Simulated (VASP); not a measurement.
Write the native input for VASP 6.6.1 that does the following.

| Property | Result |
| --- | --- |
| Task | single point |
| Functional | LDA |
| Potentials or basis | VASP PAW LDA potentials, release 64 (V_sv, Pt) |
| Cutoff | 520 eV |
| k mesh | 7 × 7 × 7 |
| Occupations | fermi-dirac, width 0.1 eV |
| Spin | collinear spin, ferromagnetic start |
| Starting moments | [0.2, 0.0, 0.0, 0.0] μB |
| Dipole correction | no |
| Further INCAR settings | ALGO = Normal; EDIFF = 1e-07; NBANDS = 34 |

The structure of VPt3 lies in POSCAR:

```
VPt3
1.0
    3.8790000000      0.0000000000      0.0000000000
    0.0000000000      3.8790000000      0.0000000000
    0.0000000000      0.0000000000      3.8790000000
V Pt
1 3
Direct
    0.0000000000      0.0000000000      0.0000000000
    0.0000000000      0.5000000000      0.5000000000
    0.5000000000      0.0000000000      0.5000000000
    0.5000000000      0.5000000000      0.0000000000
```

The input as run:

INCAR

```
PREC = Accurate ; ENCUT = 520
EDIFF = 1E-7 ; ISMEAR = -1
SIGMA = 0.1 ; LREAL = False
LASPH = True ; NELM = 150
ALGO = Normal ; ISIF = 2
LWAVE = False ; LCHARG = False
ISPIN = 2 ; MAGMOM = 0.2 0 0 0
LORBIT = 11 ; LMAXMIX = 4
GGA = CA ; NBANDS = 34
```

KPOINTS

```
regular mesh
0
Gamma
  7 7 7
```

Potentials or basis: VASP PAW LDA potentials, release 64 (V_sv, Pt).

Command:

```console
$ cat potpaw_LDA.64/V_sv/POTCAR potpaw_LDA.64/Pt/POTCAR > POTCAR
$ mpirun -np 1 vasp_std > vasp.out
```

It gave:

- Pressure: -7.6 GPa
- Net moment: 0.00 μB per cell
- Valence electrons inside the program's atomic spheres: V 11.41; Pt 9.44

Run time: 65 s on 1 thread of Intel(R) Xeon(R) Platinum 8488C (Sapphire Rapids), with other jobs on the host, peak memory 0.19 GiB.
